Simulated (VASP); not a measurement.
# BeSe (F-43m) in VASP: elastic constants with r2SCAN

Aim: the elastic constants of BeSe with r2SCAN.

All numbers are computed with VASP 6.6.1; they aren't measurements. Logs are shortened: lines on timing, memory, paths and dates and some standing lists are left out, and cuts for length are marked.

## (1) The cell of the first run

The structure is cubic, space group F-43m (No. 216). Conventional cell: a = 4.988 Å, b = 4.988 Å, c = 4.988 Å, α = 90.00°, β = 90.00°, γ = 90.00°. Be (site symmetry -43m) has 4 Se at 2.16 Å within 2.9 Å. Within 2.9 Å of Se (site symmetry -43m) lie 4 Be at 2.16 Å.

## (2) Elastic constants, r2SCAN

INCAR

```
PREC = Accurate
ENCUT = 660
EDIFF = 1E-8
ISMEAR = 0
SIGMA = 0.01
LREAL = False
LASPH = True
NELM = 120
ALGO = Normal
ISIF = 3
LWAVE = False
LCHARG = False
METAGGA = R2SCAN
LMIXTAU = True
NBANDS = 11
IBRION = 6
NFREE = 2
POTIM = 0.015
NSW = 1
GGA_COMPAT = False
```

KPOINTS

```
regular mesh
0
Gamma
  8 8 8
```

POSCAR

```
BeSe
1.0
    0.0000000000      2.4939692765      2.4939692765
    2.4939692765      0.0000000000      2.4939692765
    2.4939692765      2.4939692765      0.0000000000
Be Se
1 1
Direct
    0.0000000000      0.0000000000      0.0000000000
    0.7500000000      0.7500000000      0.7500000000
```

Potentials or basis: VASP PAW PBE potentials, release 64 (Be, Se).

The run is started by

```console
cat potpaw_PBE.64/Be/POTCAR potpaw_PBE.64/Se/POTCAR > POTCAR
mpirun -np 1 vasp_std > vasp.out
```

OUTCAR:

```text
PREC = Accurate
   ENCUT = 660
   EDIFF = 1E-8
   ISMEAR = 0
   LREAL = False
   LASPH = True
   NELM = 120
   ISIF = 3
   METAGGA = R2SCAN
   IBRION = 6
   NFREE = 2
   POTIM = 0.015
   NSW = 1

 ion  position               nearest neighbor table
   1  0.000  0.000  0.000-   2 2.16   2 2.16   2 2.16   2 2.16
   2  0.750  0.750  0.750-   1 2.16   1 2.16   1 2.16   1 2.16

  LATTYP: Found a face centered cubic cell.
 ALAT       =     4.9879385530

  Lattice vectors:

 A1 = (   0.0000000000,   2.4939692765,   2.4939692765)
 A2 = (   2.4939692765,   0.0000000000,   2.4939692765)
 A3 = (   2.4939692765,   2.4939692765,   0.0000000000)

Analysis of symmetry for initial positions (statically):
=====================================================================
 Subroutine PRICEL returns:
 Original cell was already a primitive cell.

 Routine SETGRP: Setting up the symmetry group for a
 face centered cubic supercell.

 Subroutine GETGRP returns: Found 24 space group operations
 (whereof 24 operations were pure point group operations)
 out of a pool of 48 trial point group operations.

The static configuration has the point symmetry T_d .

Analysis of symmetry for dynamics (positions and initial velocities):
=====================================================================
 Subroutine PRICEL returns:
 Original cell was already a primitive cell.

 Routine SETGRP: Setting up the symmetry group for a
 face centered cubic supercell.

 Subroutine GETGRP returns: Found 24 space group operations
 (whereof 24 operations were pure point group operations)
 out of a pool of 48 trial point group operations.

The dynamic configuration has the point symmetry T_d .

 Subroutine INISYM returns: Found 24 space group operations
 (whereof 24 operations are pure point group operations),
 and found     1 'primitive' translations

----------------------------------------------------------------------------------------

                                     Primitive cell

  volume of cell :      31.0244

  direct lattice vectors                    reciprocal lattice vectors
     0.000000000  2.493969277  2.493969277    -0.200483625  0.200483625  0.200483625
     2.493969277  0.000000000  2.493969277     0.200483625 -0.200483625  0.200483625
     2.493969277  2.493969277  0.000000000     0.200483625  0.200483625 -0.200483625

  length of vectors
     3.527005175  3.527005175  3.527005175     0.347247824  0.347247824  0.347247824

  position of ions in fractional coordinates (direct lattice)
     0.000000000  0.000000000  0.000000000
     0.750000000  0.750000000  0.750000000

  ion indices of the primitive-cell ions
   primitive index   ion index
                 1           1
                 2           2

----------------------------------------------------------------------------------------

 KPOINTS: regular mesh

Automatic generation of k-mesh.
 Grid dimensions read from file:
 generate k-points for:    8    8    8

 Generating k-lattice:

  Cartesian coordinates                     Fractional coordinates (reciprocal lattice)
[... 111 lines left out ...]

------------------------ aborting loop because EDIFF is reached ----------------------------------------

  FORCE on cell =-STRESS in cart. coord.  units (eV):
  Direction    XX          YY          ZZ          XY          YZ          ZX
  --------------------------------------------------------------------------------------
  -------------------------------------------------------------------------------------
  Total        2.0099425      2.0099425      2.0099425      0.0000000      0.0000000      0.0000000
  in kB      103.7984646    103.7984646    103.7984646      0.0000000      0.0000000      0.0000000
  external PRESSURE =     103.7984646 kB  Pullay stress =       0.0000000 kB
[... 89 lines left out ...]
  FREE ENERGIE OF THE ION-ELECTRON SYSTEM (eV)
  ---------------------------------------------------
  free  energy   TOTEN  =       -20.3921699339 eV

  energy  without entropy=      -20.3921699339  energy(sigma->0) =      -20.39216993

[... ionic steps 4 to 14 ...]

--------------------------------------- Ionic step       15  -------------------------------------------

 number of electron       8.0000000 magnetization

------------------------ aborting loop because EDIFF is reached ----------------------------------------
[... 67 lines left out ...]
--------------------------------------- Ionic step       17  -------------------------------------------

 number of electron       8.0000000 magnetization

 Free energy of the ion-electron system (eV)
  ---------------------------------------------------
  ext. energy  EPLUGINS =         0.00000000
  ---------------------------------------------------
  free energy    TOTEN  =       -20.42505441 eV

  energy without entropy =      -20.42505441  energy(sigma->0) =      -20.42505441

 E-fermi :   4.1791     XC(G=0): -10.2542

 val. band max:        4.0996358338   @ k =   0.0000   0.0000   0.0000
 cond. band min:       6.9248703020   @ k =   0.5000   0.5000   0.0000
 fundamental gap:      2.8252344682
 Fermi energy:         4.1791086996

 k-point     1 :       0.0000    0.0000    0.0000
  band No.  band energies     occupation
      1     -10.9547      2.00000
      2       3.9881      2.00000
      3       4.0453      2.00000
      4       4.0996      2.00000
      5       9.5618      0.00000
      6       9.5864      0.00000
      7       9.6154      0.00000
      8       9.9332      0.00000
      9      17.4512      0.00000
     10      17.4517      0.00000
     11      17.5835      0.00000
[... 309 lines left out ...]
 k-point    24 :      -0.3750    0.2500    0.1250
  band No.  band energies     occupation
      1      -8.9901      2.00000
      2      -1.8938      2.00000
      3       0.7932      2.00000
      4       1.8445      2.00000
      5      10.0490      0.00000
      6      10.5911      0.00000
      7      13.5515      0.00000
      8      14.9956      0.00000
      9      15.5291      0.00000
     10      20.0285      0.00000
     11      20.3402      0.00000

 [... further k-points ...]

------------------------ aborting loop because EDIFF is reached ----------------------------------------

  FORCE on cell =-STRESS in cart. coord.  units (eV):
  Direction    XX          YY          ZZ          XY          YZ          ZX
  --------------------------------------------------------------------------------------
  -------------------------------------------------------------------------------------
  Total        2.0104338      2.0128502      2.0128502      0.0000000     -0.1051819      0.0000000
  in kB      103.8238365    103.9486226    103.9486226      0.0000000     -5.4318549      0.0000000
  external PRESSURE =     103.9070272 kB  Pullay stress =       0.0000000 kB
[... 17 lines left out ...]
  FREE ENERGIE OF THE ION-ELECTRON SYSTEM (eV)
  ---------------------------------------------------
  free  energy   TOTEN  =       -20.4250544115 eV

  energy  without entropy=      -20.4250544115  energy(sigma->0) =      -20.42505441

 INTERNAL STRAIN TENSORS FROM STRAINED CELLS
 ============================================

 INTERNAL STRAIN TENSOR FOR ION    1 for displacements in x,y,z  (eV/Angst):
          X           Y           Z          XY          YZ          ZX
  --------------------------------------------------------------------------------
  x    -0.00000     0.00000    -0.00000     0.00000    -7.01300     0.00000
  y    -0.00000     0.00000    -0.00000     0.00000    -0.00000    -7.01317
  z    -0.00000    -0.00000    -0.00000    -7.01353    -0.00000     0.00000

 INTERNAL STRAIN TENSORS FROM DISPLACED ATOMS
 ============================================

 INTERNAL STRAIN TENSOR FOR ION    1 for displacements in x,y,z  (eV/Angst):
          X           Y           Z          XY          YZ          ZX
  --------------------------------------------------------------------------------
  x    -0.00000     0.00000     0.00000     0.00000    -7.01119     0.00000
  y     0.00000     0.00000     0.00000     0.00000     0.00000    -7.01119
  z     0.00000     0.00000    -0.00000    -7.01119     0.00000     0.00000

 INTERNAL STRAIN TENSOR FOR ION    2 for displacements in x,y,z  (eV/Angst):
          X           Y           Z          XY          YZ          ZX
  --------------------------------------------------------------------------------
  x     0.00000    -0.00000    -0.00000     0.00000     7.01299     0.00000
  y    -0.00000     0.00000    -0.00000     0.00000     0.00000     7.01299
  z    -0.00000    -0.00000     0.00000     7.01299     0.00000     0.00000

 Eigenvectors and eigenvalues of the dynamical matrix
 ----------------------------------------------------

   1 f  =   17.075622 THz   107.289296 2PiTHz  569.581435 cm-1    70.619066 meV
             X         Y         Z           dx          dy          dz
      0.000000  0.000000  0.000000     0.947386    0.000000    0.000000
      3.740954  3.740954  3.740954    -0.320094    0.000000    0.000000
[... 21 lines left out ...]
   6 f/i=    0.000234 THz     0.001472 2PiTHz    0.007812 cm-1     0.000969 meV
             X         Y         Z           dx          dy          dz
      0.000000  0.000000  0.000000    -0.042811    0.128380    0.290079
      3.740954  3.740954  3.740954    -0.126707    0.379967    0.858551

--------------------------------------------------------------------------------------------------------

 ELASTIC MODULI CONTR FROM IONIC RELAXATION (kBar)
 Direction    XX          YY          ZZ          XY          YZ          ZX
 --------------------------------------------------------------------------------
 XX          -0.0000      0.0000      0.0000      0.0000     -0.0000      0.0000
 YY           0.0000     -0.0000      0.0000      0.0000      0.0000      0.0000
 ZZ           0.0000      0.0000     -0.0000     -0.0000      0.0000      0.0000
 XY           0.0000      0.0000     -0.0000   -263.0921      0.0000      0.0000
 YZ          -0.0000      0.0000      0.0000      0.0000   -263.0921      0.0000
 ZX           0.0000      0.0000      0.0000      0.0000      0.0000   -263.0921
 --------------------------------------------------------------------------------

 TOTAL ELASTIC MODULI (kBar)
 Direction    XX          YY          ZZ          XY          YZ          ZX
 --------------------------------------------------------------------------------
 XX        1651.5900    777.2622    777.2622     -0.0000     -0.0000     -0.0000
 YY         777.2622   1651.5900    777.2622     -0.0000     -0.0000     -0.0000
 ZZ         777.2622    777.2622   1651.5900     -0.0000      0.0000      0.0000
 XY          -0.0000     -0.0000     -0.0000    836.2232      0.0000      0.0000
 YZ          -0.0000     -0.0000      0.0000      0.0000    836.2232      0.0000
 ZX          -0.0000     -0.0000      0.0000      0.0000      0.0000    836.2232
 --------------------------------------------------------------------------------
```

It took 27 min on 1 thread of Intel Xeon 6975P-C (Granite Rapids), shared host; peak memory 0.31 GiB.

Results:

* Elastic constants C11, C12, C44: 165, 78, 84 GPa
* Voigt bulk modulus: 107 GPa
* Highest phonon frequency at Γ, LO-TO splitting left out: 570 cm⁻¹

Phonon frequencies in cm⁻¹ (negative: imaginary):
| q point | frequencies |
| --- | --- |
| (0.000, 0.000, 0.000) | 0 0 0 570 570 570 |

Elastic tensor in Voigt notation (GPa, in the Cartesian axes of the cell as first typed):
```
165  78  78   0   0   0
 78 165  78   0   0   0
 78  78 165   0   0   0
  0   0   0  84   0   0
  0   0   0   0  84   0
  0   0   0   0   0  84
```

Clamped-ion elastic tensor (GPa):
```
165  78  78   0   0   0
 78 165  78   0   0   0
 78  78 165   0   0   0
  0   0   0 110   0   0
  0   0   0   0 110   0
  0   0   0   0   0 110
```

Caveat: the cell is under stress, which shifts elastic constants; the PAW data sets were made with another functional, which shifts forces and pressure a little.
